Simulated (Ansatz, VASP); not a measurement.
VH2: VASP beside Ansatz

Contents of INCAR:

```
PREC = Accurate ; ENCUT = 520
EDIFF = 1E-8 ; ISMEAR = -1
SIGMA = 0.05 ; LREAL = False
LASPH = True ; NELM = 150
ALGO = Normal ; ISIF = 2
LWAVE = False ; LCHARG = False
ISPIN = 2 ; MAGMOM = 1.5 0 0
LORBIT = 11 ; LMAXMIX = 4
GGA = CA ; LEFG = True
NBANDS = 18
```

Contents of KPOINTS:

```
Automatic mesh
0
Gamma
  11 11 11
```

File POSCAR:

```
VH2
1.0
    0.0000000000      2.1355000000      2.1355000000
    2.1355000000      0.0000000000      2.1355000000
    2.1355000000      2.1355000000      0.0000000000
V H
1 2
Direct
    0.0000000000      0.0000000000      0.0000000000
    0.2500000000      0.2500000000      0.2500000000
    0.7500000000      0.7500000000      0.7500000000
```

Input for Ansatz:

```yaml
crystal:
  lattice:
    - [0.0, 2.1355, 2.1355]
    - [2.1355, 0.0, 2.1355]
    - [2.1355, 2.1355, 0.0]
  atoms:
    - { symbol: V, position: [0.0, 0.0, 0.0], spin: 1.5 }
    - { symbol: H, position: [0.25, 0.25, 0.25] }
    - { symbol: H, position: [0.75, 0.75, 0.75] }
magnetization:
  spin_polarized: true
kpoints:
  mp_grid: { grid: [11, 11, 11] }
scf:
  occupations: { method: fermi_dirac, width: 0.05 }
hamiltonian:
  xc: lda
  pseudopotentials: { kind: paw }
output:
  forces: true
  stress: true
  eigenvalues: true
  efg: { contact_densities: true }
  populations: true
```

Change from the starting cell: shortest bond scaled by 1, PAW files.

Alike in both runs: task electric field gradients; functional LDA; k mesh 11 × 11 × 11; occupations fermi-dirac, width 0.05 eV; collinear spin.

|  | VASP | Ansatz |
| --- | --- | --- |
| version | VASP 6.6.1 | Ansatz 0.2.0 |
| potentials or method | VASP PAW LDA potentials, release 64 (V_sv, H) | PAW with Ansatz's default frozen-core files, scalar-relativistic |
| plane-wave cutoff (eV) | 520 | 420 |
| valence electrons in the cell | 15 | 15 |

Ansatz gave:

```
pressure (GPa)           : -16.2
net moment per atom (μB) : 0.00
```

Task: Which values does VASP return?

Result: Pressure (GPa): -16.0; net moment per atom (μB): 0.00.

LDA's correlation is that of Perdew and Zunger in VASP and of Perdew and Wang (1992) in Ansatz. Ansatz's warnings: seeded moment not kept.
